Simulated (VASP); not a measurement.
# HfSi7O16 (a cell with a defect) in VASP: single point with PBE

Aim: the single point of HfSi7O16 (a cell with a defect) with PBE.

Program: VASP 6.6.1. These are calculated values, not measurements. Logs are shortened: lines on timing, memory, paths and dates and some standing lists are left out, and cuts for length are marked.

### Step 1. The cell of the first run

The cell holds a defect, 24 atoms: a = 6.933 Å, b = 13.867 Å, c = 6.933 Å, α = 85.08°, β = 109.96°, γ = 138.11°.

### Step 2. Single point, PBE

INCAR

```
SYSTEM = HfSi7O16
PREC = Accurate
ENCUT = 520
EDIFF = 1E-6
ISMEAR = -1
SIGMA = 0.01
LREAL = Auto
LASPH = .TRUE.
NELM = 100
ALGO = Normal
ISIF = 2
LWAVE = .FALSE.
LCHARG = .FALSE.
GGA = PE
NBANDS = 85
```

KPOINTS

```
regular mesh
0
G
  4 2 3
  0 0 0
```

POSCAR

```
HfSi7O16
1.0
   -5.1085000000      3.9789500000      2.4782500000
   10.2170000000     -7.9579000000      4.9565000000
    5.1085000000      3.9789500000     -2.4782500000
Hf Si O
1 7 16
Direct
    0.8897416123      0.3046346668      0.4645036438
    0.8084647251      0.7867479261      0.4515093011
    0.1833184398      0.2017440176      0.5386800366
    0.1353010343      0.7030778451      0.5466768709
    0.8996339543      0.4568073825      0.7717866854
    0.8610599225      0.9641765094      0.7524554946
    0.1179873147      0.0197530511      0.2380449969
    0.1073328874      0.5617180245      0.2376194170
    0.8290658024      0.3913955719      0.2526320189
    0.8356803197      0.8434863879      0.2358236757
    0.5317976806      0.2946288054      0.7202132946
    0.4980079392      0.8224132699      0.7272209004
    0.9275116112      0.0919507158      0.6464926835
    0.8967981692      0.5425374622      0.5984965137
    0.4646901020      0.0985458111      0.3883997283
    0.4399489746      0.6261257169      0.3977319067
    1.0663743092      0.4209494761      0.7451042246
    0.9472489277      0.9113716475      0.6363238770
    0.0750507267      0.1052950258      0.3258995563
    0.1120939032      0.6721218956      0.3130198386
    0.1830540190      0.3150457801      0.4638857977
    0.0297476345      0.7730835054      0.5468761790
    0.0973224596      0.0365544403      0.0010369015
    0.0844475306      0.5666750651     -0.0004335428
```

Potentials or basis: VASP PAW PBE potentials, release 64 (Hf_pv, Si, O).

Started as:

```
cat potpaw_PBE.64/Hf_pv/POTCAR potpaw_PBE.64/Si/POTCAR potpaw_PBE.64/O/POTCAR > POTCAR
mpirun -np 1 vasp_std > vasp.out
```

OUTCAR:

```text
SYSTEM = HfSi7O16
   PREC = Accurate
   ENCUT = 520
   EDIFF = 1E-6
   ISMEAR = -1
   LREAL = Auto
   LASPH = .TRUE.
   NELM = 100
   ISIF = 2
   GGA = PE

 ion  position               nearest neighbor table
   1  0.890  0.305  0.465-  21 1.93  15 1.95   9 1.95  17 1.96   5 3.07   3 3.15   8 3.18   7 3.25

   2  0.808  0.787  0.452-  22 1.60  18 1.62  16 1.63  10 1.63   7 2.87   8 2.98   6 3.09   4 3.11

   3  0.183  0.202  0.539-  21 1.61  19 1.62  11 1.63  13 1.65   6 2.92   5 3.02   7 3.08   1 3.15
[... 13 lines left out ...]
  11  0.532  0.295  0.720-   3 1.63   5 1.63
  12  0.498  0.822  0.727-   6 1.62   4 1.62
  13  0.928  0.092  0.646-   6 1.64   3 1.65
  14  0.897  0.543  0.598-   4 1.61   5 1.62
[... 8 lines left out ...]
  23  0.097  0.037  0.001-   6 1.61   7 1.61
  24  0.084  0.567  1.000-   8 1.60   5 1.61

  LATTYP: Found a base centered monoclinic cell.
 ALAT       =    11.3557906484
 B/A-ratio  =     0.7007790339
 C/A-ratio  =     0.8729467024
 COS(beta)  =    -0.4364733512

  Lattice vectors:

 A1 = (   5.1085000000,  -3.9789500000,  -2.4782500000)
 A2 = (   5.1085000000,   3.9789500000,  -2.4782500000)
 A3 = (   0.0000000000,   0.0000000000,   9.9130000000)

Analysis of symmetry for initial positions (statically):
=====================================================================
 Subroutine PRICEL returns:
 Original cell was already a primitive cell.

 Routine SETGRP: Setting up the symmetry group for a
 base centered monoclinic supercell.

 Subroutine GETGRP returns: Found  1 space group operations
 (whereof  1 operations were pure point group operations)
 out of a pool of  4 trial point group operations.

The static configuration has the point symmetry C_1 .

Analysis of symmetry for dynamics (positions and initial velocities):
=====================================================================
 Subroutine PRICEL returns:
 Original cell was already a primitive cell.

 Routine SETGRP: Setting up the symmetry group for a
 base centered monoclinic supercell.

 Subroutine GETGRP returns: Found  1 space group operations
 (whereof  1 operations were pure point group operations)
 out of a pool of  4 trial point group operations.

The dynamic configuration has the point symmetry C_1 .

 Subroutine INISYM returns: Found  1 space group operations
[... 153 lines left out ...]
   LREAL  =      T    real-space projection
   EDIFFG = 0.1E-04   stopping-criterion for IOM
   NSW    =      0    number of steps for IOM
   IBRION =     -1    ionic relax: 0-MD 1-quasi-New 2-CG
   NFREE  =      0    steps in history (QN), initial steepest desc. (CG)
   ISIF   =      2    stress and relaxation
   ISYM   =      2    0-nonsym 1-usesym 2-fastsym
   POTIM  = 0.5000    time-step for ionic-motion
   TEBEG  =    0.0;   TEEND  =   0.0 temperature during run
   PSTRESS=    0.0 pullay stress
   NELECT =     134.0000    total number of electrons
   NUPDOWN=      -1.0000    fix difference up-down
   EMIN   =  10.00;   EMAX   =-10.00  energy-range for DOS
   EFERMI =   0.00;   METHOD = LEGACY
   ISMEAR =    -1;   SIGMA  =   0.01  broadening in eV -4-tet -1-fermi 0-gaus
   EFERMI_NEDOS =   21; number of points for ismear=-14 and -15
   IALGO  =     38    algorithm
   IMIX   =      4    mixing-type and parameters
     AMIX     =   0.40;   BMIX     =  1.00
     AMIX_MAG =   1.60;   BMIX_MAG =  1.00
  volume/ion in A,a.u.               =      16.79       113.31
  Fermi-wavevector in a.u.,A,eV,Ry     =   1.134168  2.143267 17.501682  1.286337
  Thomas-Fermi vector in A             =   2.270872
   LORBIT       =      0    0 simple, 1 ext, 2 COOP (PROOUT), +10 PAW based schemes
   GGA     = PE    functional components
   LHFCALC =     F    Hartree Fock is set to
   AEXX    =    0.0000 exact exchange contribution
   IVDW    =     0    specifies the selected vdW correction
   LEPSILON=     F    determine dielectric tensor
   LRPA    =     F    only Hartree local field effects (RPA)
 non-spin polarized calculation
  energy-cutoff  :      520.00
  volume of cell :      402.99
 maximum number of plane-waves:     10872
 NGX is ok and might be reduce to    54
   NGX = 25   NGY = 51   NGZ = 25

 number of electron     134.0000004 magnetization

 Free energy of the ion-electron system (eV)
  ---------------------------------------------------
  ext. energy  EPLUGINS =         0.00000000
  ---------------------------------------------------
  free energy    TOTEN  =      -194.63789321 eV

  energy without entropy =     -194.63789321  energy(sigma->0) =     -194.63789321

 E-fermi :  -0.9196     XC(G=0):  -7.7091

 val. band max:       -1.1489081499   @ k =  -0.2500   0.5000   0.3333
 cond. band min:       4.4774544363   @ k =   0.0000   0.0000   0.0000
 fundamental gap:      5.6263625862
 Fermi energy:        -0.9196487083

 k-point     1 :       0.0000    0.0000    0.0000
  band No.  band energies     occupation
      1     -29.7671      2.00000
      2     -29.7296      2.00000
      3     -29.6945      2.00000
      4     -20.4195      2.00000
      5     -19.8602      2.00000
      6     -19.6672      2.00000
[... 1137 lines left out ...]
     78       7.8538      0.00000
     79       7.9677      0.00000
 [bands above 79 left out]

------------------------ aborting loop because EDIFF is reached ----------------------------------------

  FORCE on cell =-STRESS in cart. coord.  units (eV):
  Direction    XX          YY          ZZ          XY          YZ          ZX
  --------------------------------------------------------------------------------------
  -------------------------------------------------------------------------------------
  Total       12.8139705     10.6126291      7.3817554     -1.5037162     -0.0603175     -1.0854487
  in kB       50.9445019     42.1926292     29.3476447     -5.9783246     -0.2398042     -4.3154184
  external PRESSURE =      40.8282586 kB  Pullay stress =       0.0000000 kB

 VOLUME and BASIS-vectors are now :
 -----------------------------------------------------------------------------
  energy-cutoff  :      520.00
  volume of cell :      402.99
      direct lattice vectors                 reciprocal lattice vectors
    -5.108500000  3.978950000  2.478250000     0.000000000  0.125661293  0.201755271
    10.217000000 -7.957900000  4.956500000     0.048938044  0.000000000  0.100877635
     5.108500000  3.978950000 -2.478250000     0.097876089  0.125661293  0.000000000

 POSITION                                       TOTAL-FORCE (eV/Angst)
 -----------------------------------------------------------------------------------
      0.94012      2.96422      2.56377         0.006126      0.021273     -0.008527
      6.21470     -1.24749      4.78414        -0.016329      0.050236     -0.009479
      3.87658      1.26734      0.11927         0.001439     -0.016667     -0.000432
      9.28486     -2.88147      2.46531         0.048649     -0.015888     -0.010120
      4.01409      3.01527      2.58100         0.021860      0.009580     -0.000512
      9.29619     -1.25272      5.04809         0.014252      0.028058      0.006376
[... 16 lines left out ...]
     -0.11840      0.10047      0.41980         0.005547      0.005499     -0.006983
     10.46460     -0.19631      0.54083        -0.002137     -0.003451     -0.003491
 -----------------------------------------------------------------------------------
    total drift:                               -0.002376      0.006563      0.000443

  FREE ENERGIE OF THE ION-ELECTRON SYSTEM (eV)
  ---------------------------------------------------
  free  energy   TOTEN  =      -194.6378932127 eV

  energy  without entropy=     -194.6378932127  energy(sigma->0) =     -194.63789321
```

OSZICAR:

```text
N       E                     dE             d eps       ncg     rms          rms(c)
DAV:   1     0.979006351127E+03    0.97901E+03   -0.67988E+04  2396   0.142E+03
DAV:   2    -0.131909802628E+03   -0.11109E+04   -0.10870E+04  3001   0.347E+02
DAV:   3    -0.221192508255E+03   -0.89283E+02   -0.88899E+02  2728   0.104E+02
DAV:   4    -0.222856712129E+03   -0.16642E+01   -0.16589E+01  2968   0.151E+01
DAV:   5    -0.222897229925E+03   -0.40518E-01   -0.40477E-01  2880   0.224E+00    0.704E+01
DAV:   6    -0.194696108846E+03    0.28201E+02   -0.12223E+02  2744   0.372E+01    0.477E+01
DAV:   7    -0.194653661569E+03    0.42447E-01   -0.40305E+00  2904   0.733E+00    0.266E+01
DAV:   8    -0.194637040086E+03    0.16621E-01   -0.57926E-01  2856   0.347E+00    0.230E+00
DAV:   9    -0.194632214085E+03    0.48260E-02   -0.95301E-02  2856   0.158E+00    0.192E+00
DAV:  10    -0.194636916350E+03   -0.47023E-02   -0.20374E-02  2760   0.574E-01    0.573E-01
DAV:  11    -0.194637672615E+03   -0.75627E-03   -0.47176E-03  2704   0.363E-01    0.357E-01
DAV:  12    -0.194638249527E+03   -0.57691E-03   -0.13411E-03  2520   0.174E-01    0.553E-02
DAV:  13    -0.194638042109E+03    0.20742E-03   -0.33284E-04  2600   0.751E-02    0.888E-02
DAV:  14    -0.194637919450E+03    0.12266E-03   -0.16310E-04  2744   0.623E-02    0.351E-02
DAV:  15    -0.194637902727E+03    0.16723E-04   -0.25924E-05  2784   0.226E-02    0.163E-02
DAV:  16    -0.194637893460E+03    0.92675E-05   -0.63774E-06  2296   0.112E-02    0.620E-03
DAV:  17    -0.194637893213E+03    0.24685E-06   -0.38832E-06  2656   0.876E-03
   1 F= -.19463789E+03 E0= -.19463789E+03  d E =-.721166E-11
```

stdout:

```text
POSCAR found type information on POSCAR HfSiO
 POSCAR found :  3 types and      24 ions
 scaLAPACK will be used
 LDA part: xc-table for (Slater+PW92), standard interpolation
 -----------------------------------------------------------------------------
|                                                                             |
|           W    W    AA    RRRRR   N    N  II  N    N   GGGG   !!!           |
|           W    W   A  A   R    R  NN   N  II  NN   N  G    G  !!!           |
|           W    W  A    A  R    R  N N  N  II  N N  N  G       !!!           |
|           W WW W  AAAAAA  RRRRR   N  N N  II  N  N N  G  GGG   !            |
|           WW  WW  A    A  R   R   N   NN  II  N   NN  G    G                |
|           W    W  A    A  R    R  N    N  II  N    N   GGGG   !!!           |
|                                                                             |
|     Your reciprocal lattice and k-lattice belong to different lattice       |
|     classes:                                                                |
|                                                                             |
|        The reciprocal lattice is base-centered monoclinic,                  |
|        whereas your k-lattice is triclinic.                                 |
|                                                                             |
|     Results are often still useful ...                                      |
|                                                                             |
 -----------------------------------------------------------------------------

 POSCAR, INCAR and KPOINTS ok, starting setup
 FFT: planning ... GRIDC
 FFT: planning ... GRID_SOFT
 FFT: planning ... GRID
 WAVECAR not read
 entering main loop
```

It took 32 min on 1 thread of Intel Xeon Platinum 8488C (Sapphire Rapids), shared host; peak memory 0.81 GiB.

Results:

```
Free energy            : -194.6379 eV
Pressure               : 4.1 GPa
Largest force          : 0.186 eV/Å
Band gap on the k mesh : 5.63 eV
```

Forces in eV/Å, atoms in the order of the input:
```
Hf   0.006  0.021 -0.009
Si  -0.016  0.050 -0.009
Si   0.001 -0.017  0.000
Si   0.049 -0.016 -0.010
Si   0.022  0.010 -0.001
Si   0.014  0.028  0.006
Si  -0.024 -0.037  0.006
Si  -0.014 -0.025  0.021
O   -0.008  0.136 -0.108
O   -0.007 -0.006 -0.004
O   -0.004  0.005  0.000
O   -0.011 -0.008  0.002
O    0.016 -0.011  0.001
O   -0.007  0.000 -0.003
O    0.026  0.060  0.174
O    0.006  0.002 -0.015
O   -0.174 -0.054 -0.010
O    0.005 -0.016  0.003
O   -0.007  0.011 -0.002
O    0.002 -0.008  0.008
O    0.129 -0.116 -0.039
O   -0.007 -0.013 -0.001
O    0.006  0.005 -0.007
O   -0.002 -0.003 -0.003
```

Caveat: spin-orbit coupling is left out, which moves the levels of the heavy elements.
